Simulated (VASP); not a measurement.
Runs of VASP 6.6.1 on Zn. The structure is that of space group Fm-3m (No. 225), or close to it. The cells are those of the table. This isn't the form of Zn at room conditions, which is hcp.

| cell | gap on the mesh (eV) | pressure (GPa) |
| --- | --- | --- |
| a = 2.713 Å, angles 60.0°, 1 atom | none | -0.5 |
| a = 2.606 Å, angles 60.0°, 1 atom | none | 14.2 |
| a = 2.539 Å, angles 60.0°, 1 atom | none | (a) |
| a = 2.786 Å, angles 60.0°, 1 atom | none | -6.6 |

Alike in all rows: task single point; level r2SCAN+D3(BJ); potentials or basis VASP PAW PBE potentials, release 64 (Zn); no spin polarisation; k mesh 20 × 20 × 20; cutoff (eV) 550; smearing fermi-dirac 0.1 eV.

Task: Estimate the missing entries.

Result: (a) 29.1.

Caveats: three body term missing; the PAW data sets were made with another functional, which shifts forces and pressure a little; the cell stands under pressure (at least some runs); the cell stands under tension (at least some runs).

A gap of «none» marks levels without a gap at the run's occupations.
